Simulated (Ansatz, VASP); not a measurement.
One calculation of Ti, two programs

File INCAR:

```
  PREC = Accurate
  ENCUT = 520
  EDIFF = 1E-6
  ISMEAR = -1
  SIGMA = 0.05
  LREAL = False
  LASPH = True
  NELM = 100
  ALGO = Normal
  ISIF = 2
  LWAVE = False
  LCHARG = False
  GGA = CA
  NBANDS = 12
```

File KPOINTS:

```
regular mesh
0
Gamma
  15 15 15
```

File POSCAR:

```
Ti
1.0
    0.0000000000      1.9691000000      2.0300000000
    1.9691000000      0.0000000000      2.0300000000
    1.9691000000      1.9691000000      0.0000000000
Ti
1
Direct
    0.0000000000      0.0000000000      0.0000000000
```

Input for Ansatz:

```yaml
crystal:
  lattice:
    - [0.0, 1.9691, 2.03]
    - [1.9691, 0.0, 2.03]
    - [1.9691, 1.9691, 0.0]
  atoms:
    - { symbol: Ti, position: [0.0, 0.0, 0.0] }
kpoints:
  mp_grid: { grid: [15, 15, 15] }
  band_path:
    path:
      - [0.0, 0.0, 0.0]
      - [0.0, 0.5, 0.5]
      - [0.25, 0.75, 0.5]
      - [0.0, 0.5, 0.0]
      - [0.0, 0.0, 0.0]
      - [0.5, 0.5, 0.0]
      - [0.3676125, 0.6323875, 0.0]
      - [-0.3676125, 0.3676125, 0.0]
      - [0.0, 0.0, 0.0]
    npoints: 5
scf:
  occupations: { method: fermi_dirac, width: 0.05 }
hamiltonian:
  xc: lda
  pseudopotentials: { kind: all_electron, lapw: { basis_error: 0.00025 } }
output:
  forces: true
  stress: true
  eigenvalues: true
```

Change from the starting cell: equal xx and yy strain of -3 %.

Alike in both runs: task single point; functional LDA; k mesh 15 × 15 × 15; occupations fermi-dirac, width 0.05 eV; no spin polarisation.

|  | VASP | Ansatz |
| --- | --- | --- |
| version | VASP 6.6.1 | Ansatz 0.2.0 |
| potentials or method | VASP PAW LDA potentials, release 64 (Ti_sv), cutoff 520 eV | all-electron LAPW, scalar-relativistic |

|  | VASP | Ansatz | Ansatz less VASP |
| --- | --- | --- | --- |
| pressure (GPa) | 2.1 | 2.3 | +0.19 |
| traceless stress, the component that is largest in VASP (GPa) | -0.57 | -0.56 | +0.009 |

LDA's correlation is that of Perdew and Zunger in VASP and of Perdew and Wang (1992) in Ansatz. Ansatz ran all-electron here, and VASP with PAW potentials.
